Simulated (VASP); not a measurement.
A run of VASP 6.6.1:

Contents of INCAR:

```
SYSTEM = AgCl
  PREC = Accurate
  ENCUT = 520
  EDIFF = 1E-6
  ISMEAR = 0
  SIGMA = 0.05
  LREAL = .False.
  LASPH = .True.
  NELM = 80
  ALGO = Normal
  ISIF = 2
  LWAVE = .False.
  LCHARG = .True.
  GGA = PE
  LELF = .True.
  LVHAR = .True.
  NBANDS = 16
```

The input KPOINTS:

```
regular mesh
0
Gamma
  8 8 8
  0 0 0
```

The input POSCAR:

```
AgCl
1.0
   -0.0831945000      2.7731500000      2.7731500000
    2.6899555000      0.0000000000      2.6899555000
    2.7731500000      2.7731500000     -0.0831945000
Ag Cl
1 1
Direct
    0.5000000000      0.5000000000      0.5000000000
    0.0000000000      0.0000000000      0.0000000000
```

Potentials or basis: VASP PAW PBE potentials, release 64 (Ag, Cl).

Run with:

```sh
$ cat potpaw_PBE.64/Ag/POTCAR potpaw_PBE.64/Cl/POTCAR > POTCAR
$ mpirun -np 1 vasp_std > vasp.out
```

Hardware: 1 thread of Intel(R) Xeon(R) Platinum 8259CL CPU @ 2.50GHz (Skylake/Cascade Lake), with other jobs on the host.

Q: Estimate the wall time of this run.

A: It took 64 s on 1 thread of Intel(R) Xeon(R) Platinum 8259CL CPU @ 2.50GHz (Skylake/Cascade Lake), with other jobs on the host, peak memory 0.2 GiB. Counts: scf iterations 12, k points 95.
